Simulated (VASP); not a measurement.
Wanted: the native input for a VASP 6.6.1 run.

- Task: single point
- Functional: PBE
- Potentials or basis: VASP PAW PBE potentials, release 64 (La, Lu, F)
- Cutoff: 520 eV
- k mesh: 12 × 12 × 2
- Occupations: gaussian, width 0.1 eV
- Spin: no spin polarisation
- Dipole correction: no
- Further INCAR settings: ALGO = Normal; EDIFF = 1e-06; NBANDS = 66

The structure of La5Lu2F lies in POSCAR:

```
La5Lu2F
1.0
    3.6841447405      0.0000000000      0.0000000000
   -1.8420723702      3.1905629365      0.0000000000
    0.0000000000      0.0000000000     20.9179911507
La Lu F
5 2 1
Direct
    0.0000000000      0.0000000000      0.2264537660
    0.6666666667      0.3333333333      0.9189041884
    0.3333333333      0.6666666667      0.0810958116
    0.0000000000      0.0000000000      0.7735462340
    0.0000000000      0.0000000000      0.5000000000
    0.6666666667      0.3333333333      0.3632308756
    0.3333333333      0.6666666667      0.6367691244
    0.0000000000      0.0000000000      0.0000000000
```

These files were run (other wordings do the same):

INCAR

```
PREC     = Accurate       # precision mode
ENCUT    = 520            # plane-wave cutoff, eV
EDIFF    = 1E-6           # SCF threshold, eV
ISMEAR   = 0              # smearing method
SIGMA    = 0.1            # smearing width, eV
LREAL    = F              # projectors in reciprocal space
LASPH    = T              # aspherical terms in the spheres
NELM     = 60             # most SCF steps
ALGO     = Normal         # electronic algorithm
ISIF     = 2              # what is computed and relaxed
LWAVE    = F              # write WAVECAR
LCHARG   = F              # write CHGCAR
GGA      = PE             # functional
NBANDS   = 66             # bands
```

KPOINTS

```
Automatic mesh
0
Gamma
  12 12 2
```

Potentials or basis: VASP PAW PBE potentials, release 64 (La, Lu, F).

Command:

```sh
$ cat potpaw_PBE.64/La/POTCAR potpaw_PBE.64/Lu/POTCAR potpaw_PBE.64/F/POTCAR > POTCAR
$ mpirun -np 1 vasp_std > vasp.out
```

It gave:

```yaml
Pressure: 0.0 GPa
Largest_force: 0.013 eV/Å
Band_gap_on_the_k_mesh: zero (band 56 reaches 7.76 eV, above the bottom of band 57 at 6.66 eV)
```

Caveat: spin-orbit coupling is left out, which moves the levels of the heavy elements.

Run time: 17 min on 1 thread of Intel(R) Xeon(R) 6975P-C (Granite Rapids) (shared host), peak memory 0.71 GiB.
